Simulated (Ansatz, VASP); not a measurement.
# ZrC in VASP and in Ansatz

INCAR

```
SYSTEM = ZrC
  ALGO = Normal
  EDIFF = 1E-7
  ENCUT = 520
  GGA = PS
  ISIF = 2
  ISMEAR = 0
  LASPH = .TRUE.
  LCHARG = .FALSE.
  LREAL = .FALSE.
  LWAVE = .FALSE.
  NBANDS = 15
  NELM = 100
  PREC = Accurate
  SIGMA = 0.15
```

Contents of KPOINTS:

```
k-points
0
G
  18 18 18
  0 0 0
```

POSCAR

```
ZrC
1.0
    0.0000000000      2.3502100000      2.3502100000
    2.3502100000      0.0000000000      2.3502100000
    2.3502100000      2.3502100000      0.0000000000
Zr C
1 1
Direct
    0.4661521682      0.5338478318      0.5000000000
    0.0000000000      0.0000000000      0.0000000000
```

Input for Ansatz:

```yaml
crystal:
  lattice:
    - [0.0, 2.35021, 2.35021]
    - [2.35021, 0.0, 2.35021]
    - [2.35021, 2.35021, 0.0]
  atoms:
    - { symbol: Zr, position: [0.4661521682, 0.5338478318, 0.5] }
    - { symbol: C, position: [0.0, 0.0, 0.0] }
basis:
  ecutwfc: 420
kpoints:
  mp_grid: { grid: [18, 18, 18] }
hamiltonian:
  xc: pbesol
scf:
  occupations: { method: gaussian, width: 0.15 }
output:
  forces: true
  stress: true
  eigenvalues: true
```

Change from the starting cell: all Zr atoms moved +0.113 Å, as atom 1 along Cartesian [1 -1 0].

Alike in both runs: task single point; functional PBEsol; k mesh 18 × 18 × 18; occupations gaussian, width 0.15 eV; no spin polarisation.

|  | VASP | Ansatz |
| --- | --- | --- |
| version | VASP 6.6.1 | Ansatz 0.2.0 |
| potentials or method | VASP PAW PBE potentials, release 64 (Zr_sv, C), cutoff 520 eV | scalar-relativistic, plane waves, PAW |
| valence electrons in the cell | 16 | 16 |

VASP gave:

| Property | Result |
| --- | --- |
| gap on the k mesh at the Fermi level (eV) | none |
| pressure (GPa) | -3.2 |
| traceless stress, the component that is largest in VASP (GPa) | -1.11 |
| rms of the force components (eV/Å) | 0.431 |

Question: Estimate Ansatz's values.

Answer: gap on the k mesh at the Fermi level (eV): none; pressure (GPa): -3.6; traceless stress, the component that is largest in VASP (GPa): -1.10; rms of the force components (eV/Å): 0.428.

VASP's potentials were made for PBE, not for PBEsol. Atom by atom the forces differ by 0.003 eV/Å (rms over components). A gap of «none» marks a metal or a gap that the smearing closes. With one functional, cell and mesh, what is left measures potentials, basis and numerics.
